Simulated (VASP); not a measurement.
Runs of VASP 6.6.1 on VSi2. The structure is that of space group P6_422 (No. 181), or close to it. The cells are those of the table. 

| task | cell | cutoff (eV) | gap on the mesh (eV) | pressure (GPa) |
| --- | --- | --- | --- | --- |
| single point | a = 4.571, b = 4.571, c = 6.374 Å, angles 90.0, 90.0, 120.0°, 9 atoms | 520 | none | -4.9 |
| single point | a = 4.619, b = 4.619, c = 6.423 Å, angles 90.0, 90.0, 120.0°, 9 atoms | 520 | none | -9.3 |
| single point | a = 4.522, b = 4.522, c = 6.323 Å, angles 90.0, 90.0, 120.0°, 9 atoms | 520 | none | (a) |
| relaxation of shape and atoms at fixed volume | relaxed from a = 4.426, b = 4.426, c = 6.203 Å, angles 90.0, 90.0, 120.0°, 9 atoms | 600 | none | 13.5 |

Alike in all rows: level PBEsol; potentials or basis VASP PAW PBE potentials, release 64 (V_sv, Si); no spin polarisation; k mesh 12 × 12 × 6; smearing gaussian 0.1 eV.

Fill in the values left out.

(a) 0.3.

Caveats: the PAW data sets were made with another functional, which shifts forces and pressure a little.

A gap of «none» marks levels without a gap at the run's occupations.
